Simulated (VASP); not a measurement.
# Sb in VASP: a series of runs

Aim: see how the results for Sb move with the level of theory and the settings. Levels: HSE06, PBE0, PBEsol, LDA. Tasks: single point.

Everything below comes from runs of VASP 6.6.1. Logs are shortened: lines on timing, memory, paths and dates and some standing lists are left out, and cuts for length are marked.

## (1) The cell of the first run

The cell holds a slab with vacuum, 2 atoms: a = 4.089 Å, b = 4.089 Å, c = 26.855 Å, α = 90.00°, β = 90.00°, γ = 120.00°.

## (2) Single point, HSE06

File POSCAR:

```
Sb
1.0
    4.0885550860      0.0000000000      0.0000000000
   -2.0442775430      3.5407925692      0.0000000000
    0.0000000000      0.0000000000     26.8552477996
Sb
2
Direct
    0.3333333333      0.6666666667      0.3151016693
    0.6666666667      0.3333333333      0.3748053477
```

File INCAR.step1:

```
SYSTEM = Sb
ALGO = Normal
DIPOL = 0.5 0.5 0.345
EDIFF = 1E-5
ENCUT = 520
GGA = PE
IDIPOL = 3
ISIF = 2
ISMEAR = -1
LASPH = .TRUE.
LCHARG = .FALSE.
LDIPOL = .TRUE.
LREAL = .FALSE.
LWAVE = .TRUE.
NBANDS = 12
NELM = 60
PREC = Accurate
SIGMA = 0.02
```

File INCAR.step2:

```
SYSTEM = Sb
ALGO = Normal
DIPOL = 0.5 0.5 0.345
EDIFF = 1E-6
ENCUT = 520
GGA = PE
HFSCREEN = 0.2079
IDIPOL = 3
ISIF = 2
ISMEAR = -1
ISTART = 1
LASPH = .TRUE.
LCHARG = .FALSE.
LDIPOL = .TRUE.
LHFCALC = .TRUE.
LREAL = .FALSE.
LWAVE = .FALSE.
NBANDS = 12
NELM = 60
PREC = Accurate
PRECFOCK = Normal
SIGMA = 0.02
```

File KPOINTS:

```
k-points
0
G
  6 6 1
  0 0 0
```

Potentials or basis: VASP PAW PBE potentials, release 64 (Sb).

Started as:

```bash
$ cat potpaw_PBE.64/Sb/POTCAR > POTCAR
$ cp INCAR.step1 INCAR
$ mpirun -np 1 vasp_std > vasp.out
$ cp INCAR.step2 INCAR
$ mpirun -np 1 vasp_std > vasp.out
```

OUTCAR:

```text
SYSTEM = Sb
   EDIFF = 1E-6
   ENCUT = 520
   GGA = PE
   HFSCREEN = 0.2079
   ISIF = 2
   ISMEAR = -1
   ISTART = 1
   LASPH = .TRUE.
   LHFCALC = .TRUE.
   LREAL = .FALSE.
   NELM = 60
   PREC = Accurate
   PRECFOCK = Normal

 ion  position               nearest neighbor table
   1  0.333  0.667  0.315-   2 2.85   2 2.85   2 2.85
   2  0.667  0.333  0.375-   1 2.85   1 2.85   1 2.85

  LATTYP: Found a hexagonal cell.
 ALAT       =     4.0885550860
 C/A-ratio  =     6.5683957375

  Lattice vectors:

 A1 = (   4.0885550860,   0.0000000000,   0.0000000000)
 A2 = (  -2.0442775430,   3.5407925692,   0.0000000000)
 A3 = (   0.0000000000,   0.0000000000,  26.8552477996)

Analysis of symmetry for initial positions (statically):
=====================================================================
 Subroutine PRICEL returns:
 Original cell was already a primitive cell.

 Routine SETGRP: Setting up the symmetry group for a
 hexagonal supercell.

 Subroutine GETGRP returns: Found 12 space group operations
 (whereof  6 operations were pure point group operations)
 out of a pool of 24 trial point group operations.

The static configuration has the point symmetry C_3v.
 The point group associated with its full space group is D_3d.

Analysis of symmetry for dynamics (positions and initial velocities):
=====================================================================
 Subroutine PRICEL returns:
 Original cell was already a primitive cell.

 Routine SETGRP: Setting up the symmetry group for a
 hexagonal supercell.

 Subroutine GETGRP returns: Found 12 space group operations
 (whereof  6 operations were pure point group operations)
 out of a pool of 24 trial point group operations.

The dynamic configuration has the point symmetry C_3v.
 The point group associated with its full space group is D_3d.

 Subroutine INISYM returns: Found 12 space group operations
 (whereof  6 operations are pure point group operations),
 and found     1 'primitive' translations

----------------------------------------------------------------------------------------

                                     Primitive cell

  volume of cell :     388.7760

  direct lattice vectors                    reciprocal lattice vectors
     4.088555086  0.000000000  0.000000000     0.244585184  0.141211322  0.000000000
    -2.044277543  3.540792569  0.000000000     0.000000000  0.282422644  0.000000000
     0.000000000  0.000000000 26.855247800     0.000000000  0.000000000  0.037236670

  length of vectors
     4.088555086  4.088555086 26.855247800     0.282422644  0.282422644  0.037236670

  position of ions in fractional coordinates (direct lattice)
     0.333333333  0.666666667  0.315101669
     0.666666667  0.333333333  0.374805348

  ion indices of the primitive-cell ions
   primitive index   ion index
                 1           1
                 2           2

----------------------------------------------------------------------------------------

 KPOINTS: k-points

Automatic generation of k-mesh.
 Grid dimensions read from file:
 generate k-points for:    6    6    1

 Generating k-lattice:

  Cartesian coordinates                     Fractional coordinates (reciprocal lattice)
     0.040764197  0.023535220  0.000000000     0.166666667  0.000000000  0.000000000
     0.000000000  0.047070441  0.000000000     0.000000000  0.166666667  0.000000000
     0.000000000  0.000000000  0.037236670     0.000000000  0.000000000  1.000000000

  Length of vectors
     0.047070441  0.047070441  0.037236670

  Shift w.r.t. Gamma in fractional coordinates (k-lattice)
     0.000000000  0.000000000  0.000000000

 Subroutine IBZKPT returns following result:
 ===========================================

 Found      7 irreducible k-points:

 Following reciprocal coordinates:
            Coordinates               Weight
  0.000000  0.000000  0.000000      1.000000
  0.166667  0.000000  0.000000      6.000000
  0.333333  0.000000  0.000000      6.000000
  0.500000 -0.000000  0.000000      3.000000
  0.166667  0.166667  0.000000      6.000000
  0.333333  0.166667  0.000000     12.000000
  0.333333  0.333333  0.000000      2.000000
   k-points           NKPTS =      7   k-points in BZ     NKDIM =     36   number of bands    NBANDS=     12
   number of dos      NEDOS =    301   number of ions     NIONS =      2
   total plane-waves  NPLWV = 180000
   dimension x,y,z NGX =    30 NGY =   30 NGZ =  200
   dimension x,y,z NGXF=    60 NGYF=   60 NGZF=  400
   ions per type =               2
   NGX,Y,Z   is equivalent  to a cutoff of  12.20, 12.20, 12.38 a.u.
   NGXF,Y,Z  is equivalent  to a cutoff of  24.40, 24.40, 24.76 a.u.
 SYSTEM =  Sb
   PREC   = accura    normal or accurate (medium, high low for compatibility)
   ISTART =      1    job   : 0-new  1-cont  2-samecut
   ICHARG =      0    charge: 1-file 2-atom 10-const
   ISPIN  =      1    spin polarized calculation?
   LNONCOLLINEAR =      F non collinear calculations
   LSORBIT =      F    spin-orbit coupling
   LASPH  =      T    aspherical Exc in radial PAW
   ENCUT  =  520.0 eV  38.22 Ry    6.18 a.u.   7.60  7.60 49.93*2*pi/ulx,y,z
   NELM   =     60;   NELMIN=  2; NELMDL=  0     # of ELM steps
   EDIFF  = 0.1E-05   stopping-criterion for ELM
   LREAL  =      F    real-space projection
   EDIFFG = 0.1E-04   stopping-criterion for IOM
   NSW    =      0    number of steps for IOM
   IBRION =     -1    ionic relax: 0-MD 1-quasi-New 2-CG
   NFREE  =      0    steps in history (QN), initial steepest desc. (CG)
   ISIF   =      2    stress and relaxation
   ISYM   =      3    0-nonsym 1-usesym 2-fastsym
   POTIM  = 0.5000    time-step for ionic-motion
   TEBEG  =    0.0;   TEEND  =   0.0 temperature during run
   PSTRESS=    0.0 pullay stress
   NELECT =      10.0000    total number of electrons
   NUPDOWN=      -1.0000    fix difference up-down
   EMIN   =  10.00;   EMAX   =-10.00  energy-range for DOS
   EFERMI =   0.00;   METHOD = LEGACY
   ISMEAR =    -1;   SIGMA  =   0.02  broadening in eV -4-tet -1-fermi 0-gaus
   EFERMI_NEDOS =   21; number of points for ismear=-14 and -15
   IALGO  =     38    algorithm
   IMIX   =      1    mixing-type and parameters
     AMIX     =   0.40;   BMIX     =  1.00
     AMIX_MAG =   1.60;   BMIX_MAG =  1.00
  volume/ion in A,a.u.               =     194.39      1311.80
  Fermi-wavevector in a.u.,A,eV,Ry     =   0.483253  0.913217  3.177422  0.233534
  Thomas-Fermi vector in A             =   1.482318
   LORBIT       =      0    0 simple, 1 ext, 2 COOP (PROOUT), +10 PAW based schemes
   GGA     = PE    functional components
   LHFCALC =     T    Hartree Fock is set to
   PRECFOCK=normal    Normal, Fast or Accurate (Low or Medium for compatibility)
   ENCUT4O =  -1.0   cutoff for four orbital integrals eV
   NKREDX  =     1    reduce k-point grid by
   NKREDY  =     1    reduce k-point grid by
   NKREDZ  =     1    reduce k-point grid by
   AEXX    =    0.2500 exact exchange contribution
   HFSCREEN=    0.2079 screening length (either q_TF or 0.3 A-1)
   HFSCREENC=   0.2079 screening length for correlation (either q_TF or 0.3 A-1)
   ENCUTFOCK=  -1.0 apply spherical cutoff to Coloumb kernel
   IVDW    =     0    specifies the selected vdW correction
   LEPSILON=     F    determine dielectric tensor
   LRPA    =     F    only Hartree local field effects (RPA)
 non-spin polarized calculation
  energy-cutoff  :      520.00
  volume of cell :      388.78
 maximum number of plane-waves:     10529
  NGX = 24; NGY = 24; NGZ =160

 number of electron      10.0000000 magnetization

 dipolmoment           0.000000      0.000000      0.000000 electrons x Angstroem

 Free energy of the ion-electron system (eV)
  ---------------------------------------------------
  ext. energy  EPLUGINS =         0.00000000
  ---------------------------------------------------
  free energy    TOTEN  =       -10.01593919 eV

  energy without entropy =      -10.01593919  energy(sigma->0) =      -10.01593919

 E-fermi :  -3.1283     XC(G=0):  -1.6836

 val. band max:       -3.5932142839   @ k =   0.0000   0.0000   0.0000
 cond. band min:      -1.6872355239   @ k =   0.3333   0.0000   0.0000
 fundamental gap:      1.9059787601
 Fermi energy:        -3.1282571683

 k-point     1 :       0.0000    0.0000    0.0000
  band No.  band energies     occupation
      1     -16.1113      2.00000
      2     -10.2882      2.00000
      3      -4.0829      2.00000
      4      -3.5932      2.00000
      5      -3.5932      2.00000
      6      -1.2832      0.00000
      7      -0.0389      0.00000
      8      -0.0389      0.00000
      9       1.3526      0.00000
     10       1.6076      0.00000
     11       2.0107      0.00000
     12       2.3290      0.00000

 k-point     2 :       0.1667    0.0000    0.0000
  band No.  band energies     occupation
      1     -15.7778      2.00000
      2     -10.2978      2.00000
      3      -5.5557      2.00000
      4      -4.2019      2.00000
      5      -3.9898      2.00000
      6      -1.1305      0.00000
      7       0.5396      0.00000
      8       0.5668      0.00000
      9       1.7151      0.00000
     10       1.9556      0.00000
     11       2.3358      0.00000
     12       2.6613      0.00000

 k-point     3 :       0.3333    0.0000    0.0000
  band No.  band energies     occupation
      1     -14.8329      2.00000
      2     -10.9857      2.00000
      3      -6.9030      2.00000
      4      -5.0284      2.00000
      5      -4.3547      2.00000
      6      -1.6872      0.00000
      7       0.2801      0.00000
      8       0.9168      0.00000
      9       2.5100      0.00000
     10       2.6523      0.00000
     11       3.2088      0.00000
     12       3.5886      0.00000

 k-point     4 :       0.5000   -0.0000    0.0000
  band No.  band energies     occupation
      1     -13.8989      2.00000
      2     -12.0792      2.00000
      3      -6.7533      2.00000
      4      -5.3486      2.00000
      5      -5.0659      2.00000
      6      -1.3517      0.00000
      7      -0.3694      0.00000
      8       0.9001      0.00000
      9       2.2641      0.00000
     10       4.0154      0.00000
     11       4.1146      0.00000
     12       4.4316      0.00000

 k-point     5 :       0.1667    0.1667    0.0000
  band No.  band energies     occupation
      1     -15.1318      2.00000
      2     -10.6403      2.00000
      3      -6.5117      2.00000
      4      -5.6176      2.00000
      5      -4.0306      2.00000
      6      -0.6674      0.00000
      7      -0.0458      0.00000
      8       1.1096      0.00000
      9       2.3099      0.00000
     10       2.4037      0.00000
     11       2.8867      0.00000
     12       3.2826      0.00000

 k-point     6 :       0.3333    0.1667    0.0000
  band No.  band energies     occupation
      1     -13.9994      2.00000
      2     -11.8144      2.00000
      3      -6.9028      2.00000
      4      -6.1018      2.00000
      5      -4.7606      2.00000
      6      -0.7783      0.00000
      7      -0.0035      0.00000
      8       0.7416      0.00000
      9       2.8418      0.00000
     10       3.5206      0.00000
     11       4.0403      0.00000
     12       4.3728      0.00000

 k-point     7 :       0.3333    0.3333    0.0000
  band No.  band energies     occupation
      1     -12.8713      2.00000
      2     -12.8713      2.00000
      3      -7.5275      2.00000
      4      -5.4791      2.00000
      5      -5.4791      2.00000
      6      -1.4031      0.00000
      7       0.9389      0.00000
      8       0.9389      0.00000
      9       3.8056      0.00000
     10       4.5906      0.00000
     11       4.5906      0.00000
     12       5.0442      0.00000

------------------------ aborting loop because EDIFF is reached ----------------------------------------

 vacuum level on the upper side and lower side of the slab       (xc-potential included)         0.001         0.001

  FORCE on cell =-STRESS in cart. coord.  units (eV):
  Direction    XX          YY          ZZ          XY          YZ          ZX
  --------------------------------------------------------------------------------------
  -------------------------------------------------------------------------------------
  Total       -0.3227175     -0.3227175     -0.1728077      0.0000000      0.0000000      0.0000000
  in kB       -1.3299447     -1.3299447     -0.7121542      0.0000000      0.0000000      0.0000000
  external PRESSURE =      -1.1240145 kB  Pullay stress =       0.0000000 kB

 VOLUME and BASIS-vectors are now :
 -----------------------------------------------------------------------------
  energy-cutoff  :      520.00
  volume of cell :      388.78
      direct lattice vectors                 reciprocal lattice vectors
     4.088555086  0.000000000  0.000000000     0.244585184  0.141211322  0.000000000
    -2.044277543  3.540792569  0.000000000     0.000000000  0.282422644  0.000000000
     0.000000000  0.000000000 26.855247800     0.000000000  0.000000000  0.037236670

 POSITION                                       TOTAL-FORCE (eV/Angst)
 -----------------------------------------------------------------------------------
     -0.00000      2.36053      8.46213        -0.000000      0.000000      0.104382
      2.04428      1.18026     10.06549         0.000000     -0.000000     -0.104382
 -----------------------------------------------------------------------------------
    total drift:                                0.000000     -0.000000     -0.000002

  FREE ENERGIE OF THE ION-ELECTRON SYSTEM (eV)
  ---------------------------------------------------
  free  energy   TOTEN  =       -10.0159391870 eV

  energy  without entropy=      -10.0159391870  energy(sigma->0) =      -10.01593919

 vacuum level on the upper side and lower side of the slab         1.783         1.783
```

Run time: 13 min. Hardware: 1 thread of Intel Xeon Platinum 8259CL at 2.50GHz (Skylake/Cascade Lake), shared host; peak memory 0.57 GiB.

Results:

* Free energy: -10.0159 eV
* Largest force: 0.104 eV/Å
* Band gap on the k mesh: 1.91 eV (least direct gap 2.31 eV)

Forces on the atoms (eV/Å):
```
Sb   0.000  0.000  0.104
Sb   0.000  0.000 -0.104
```

Levels at points of the mesh, in eV from the valence-band top:
```
           k point  band 2  band 3  band 4  band 5  band 6  band 7  band 8  band 9
(0.00, 0.00, 0.00)   -6.70   -0.49    0.00    0.00    2.31    3.55    3.55    4.95
(0.50, 0.00, 0.00)   -8.49   -3.16   -1.76   -1.47    2.24    3.22    4.49    5.86
```

Caveat: the PAW data sets were made with another functional, which shifts forces and pressure a little; spin-orbit coupling is left out, which moves the levels of the heavy elements.

## (3) Single point, HSE06

This run uses another cell than the first one.

File POSCAR:

```
Sb
1.0
    4.1051830053      0.0000000000      0.0000000000
   -2.0525915027      3.5551927698      0.0000000000
    0.0000000000      0.0000000000     26.8552477996
Sb
2
Direct
    0.3333333333      0.6666666667      0.3149797942
    0.6666666667      0.3333333333      0.3749272228
```

File INCAR.step1:

```
SYSTEM = Sb
ALGO     = Normal         ! electronic algorithm
DIPOL    = 0.5 0.5 0.345
EDIFF    = 1E-5           ! SCF threshold, eV
ENCUT    = 520            ! plane-wave cutoff, eV
GGA      = PE             ! functional
IDIPOL   = 3            
ISIF     = 2              ! what is computed and relaxed
ISMEAR   = 0              ! smearing method
LASPH    = .TRUE.         ! aspherical terms in the spheres
LCHARG   = .FALSE.        ! write CHGCAR
LDIPOL   = .TRUE.       
LREAL    = .FALSE.        ! projectors in reciprocal space
LWAVE    = .TRUE.         ! write WAVECAR
NBANDS   = 12             ! bands
NELM     = 60             ! most SCF steps
PREC     = Accurate       ! precision mode
SIGMA    = 0.01           ! smearing width, eV
```

File INCAR.step2:

```
SYSTEM = Sb
ALGO     = Normal         ! electronic algorithm
DIPOL    = 0.5 0.5 0.345
EDIFF    = 1E-6           ! SCF threshold, eV
ENCUT    = 520            ! plane-wave cutoff, eV
GGA      = PE             ! functional
HFSCREEN = 0.2079         ! screening, 1/A
IDIPOL   = 3            
ISIF     = 2              ! what is computed and relaxed
ISMEAR   = 0              ! smearing method
ISTART   = 1            
LASPH    = .TRUE.         ! aspherical terms in the spheres
LCHARG   = .FALSE.        ! write CHGCAR
LDIPOL   = .TRUE.       
LHFCALC  = .TRUE.         ! exact exchange
LREAL    = .FALSE.        ! projectors in reciprocal space
LWAVE    = .FALSE.        ! write WAVECAR
NBANDS   = 12             ! bands
NELM     = 60             ! most SCF steps
PREC     = Accurate       ! precision mode
PRECFOCK = Normal       
SIGMA    = 0.01           ! smearing width, eV
```

KPOINTS is that of step 2.

Potentials or basis: VASP PAW PBE potentials, release 64 (Sb).

Started as:

```bash
$ cat potpaw_PBE.64/Sb/POTCAR > POTCAR
$ cp INCAR.step1 INCAR
$ mpirun -np 1 vasp_std > vasp.out
$ cp INCAR.step2 INCAR
$ mpirun -np 1 vasp_std > vasp.out
```

It took 11 min on 1 thread of Intel Xeon Platinum 8259CL at 2.50GHz (Skylake/Cascade Lake), shared host; peak memory 0.61 GiB.

The run converged. Its results:

* Free energy: -10.0112 eV
* Largest force: 0.224 eV/Å
* Band gap on the k mesh: 1.91 eV (least direct gap 2.27 eV)

Forces on the atoms (eV/Å):
```
Sb   0.000  0.000  0.224
Sb   0.000  0.000 -0.224
```

Levels at points of the mesh, in eV from the valence-band top:
```csv
k point,band 2,band 3,band 4,band 5,band 6,band 7,band 8,band 9
"(0.00, 0.00, 0.00)",-6.69,-0.48,0.00,0.00,2.27,3.53,3.53,4.95
"(0.50, 0.00, 0.00)",-8.46,-3.13,-1.73,-1.46,2.24,3.22,4.45,5.86
```

Caveat: the PAW data sets were made with another functional, which shifts forces and pressure a little; spin-orbit coupling is left out, which moves the levels of the heavy elements.

## (4) Single point, PBE0

This run uses another cell than the first one.

POSCAR is that of step 3.

File INCAR.step1:

```
SYSTEM = Sb
ALGO = Normal
DIPOL = 0.5 0.5 0.345
EDIFF = 1E-5
ENCUT = 520
GGA = PE
IDIPOL = 3
ISIF = 2
ISMEAR = 0
LASPH = .TRUE.
LCHARG = .FALSE.
LDIPOL = .TRUE.
LREAL = .FALSE.
LWAVE = .TRUE.
NBANDS = 12
NELM = 100
PREC = Accurate
SIGMA = 0.01
```

File INCAR.step2:

```
SYSTEM = Sb
AEXX = 0.25
ALGO = Normal
DIPOL = 0.5 0.5 0.345
EDIFF = 1E-6
ENCUT = 520
GGA = PE
IDIPOL = 3
ISIF = 2
ISMEAR = 0
ISTART = 1
LASPH = .TRUE.
LCHARG = .FALSE.
LDIPOL = .TRUE.
LHFCALC = .TRUE.
LREAL = .FALSE.
LWAVE = .FALSE.
NBANDS = 12
NELM = 100
PREC = Accurate
PRECFOCK = Normal
SIGMA = 0.01
```

KPOINTS is that of step 3.

Started as:

```bash
$ cat potpaw_PBE.64/Sb/POTCAR > POTCAR
$ cp INCAR.step1 INCAR
$ mpirun -np 1 vasp_std > vasp.out
$ cp INCAR.step2 INCAR
$ mpirun -np 1 vasp_std > vasp.out
```

Wall time 11 min (1 thread of Intel Xeon Platinum 8259CL at 2.50GHz (Skylake/Cascade Lake), shared host); peak memory 0.52 GiB.

It converged, with:

- Free energy: -11.1551 eV
- Largest force: 0.247 eV/Å
- Band gap on the k mesh: 2.55 eV (least direct gap 2.91 eV)

Forces in eV/Å, atoms in the order of the input:
```
Sb   0.000  0.000  0.247
Sb   0.000  0.000 -0.247
```

Levels at points of the mesh, in eV from the valence-band top:
```
           k point  band 3  band 4  band 5  band 6  band 7  band 8
(0.00, 0.00, 0.00)   -0.52    0.00    0.00    2.91    4.21    4.21
(0.50, 0.00, 0.00)   -3.20   -1.76   -1.50    2.90    3.89    5.15
```

Caveat: the PAW data sets were made with another functional, which shifts forces and pressure a little; spin-orbit coupling is left out, which moves the levels of the heavy elements.

[end of part 1 of 2]
